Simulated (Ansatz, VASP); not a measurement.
**One calculation of TaN, two programs**

```
Ta N
1.0
     2.93800    0.00000    0.00000
    -1.46900    2.54438    0.00000
     0.00000    0.00000    2.88300
Ta N
1 1
Cartesian
  0.0000 1.6963 1.4415
  0.0000 0.0000 0.0000
```

Alike in both runs: functional LDA; k mesh 7 × 7 × 7; occupations fermi-dirac, width 0.05 eV; no spin polarisation.

```csv
,VASP,Ansatz
version,VASP 6.6.1,Ansatz 0.2.0
potentials or method,"VASP PAW LDA potentials, release 64 (Ta_pv, N)",Ansatz PAW
plane-wave cutoff (eV),520,420
valence electrons in the cell,16,18
task,single point,band structure
```

```tsv
	VASP	Ansatz	Ansatz less VASP
gap on the k mesh at the Fermi level (eV)	none	none	-
pressure (GPa)	-9.8	-11.5	-1.77
traceless stress, the component that is largest in VASP (GPa)	-1.34	-1.46	-0.121
```

LDA's correlation is that of Perdew and Zunger in VASP and of Perdew and Wang (1992) in Ansatz. A gap of «none» marks a metal or a gap that the smearing closes. VASP's potentials hold 16 valence electrons a cell and Ansatz's 18, so a difference there can come from the potentials and not from the codes.

Neither program's run includes spin-orbit coupling.
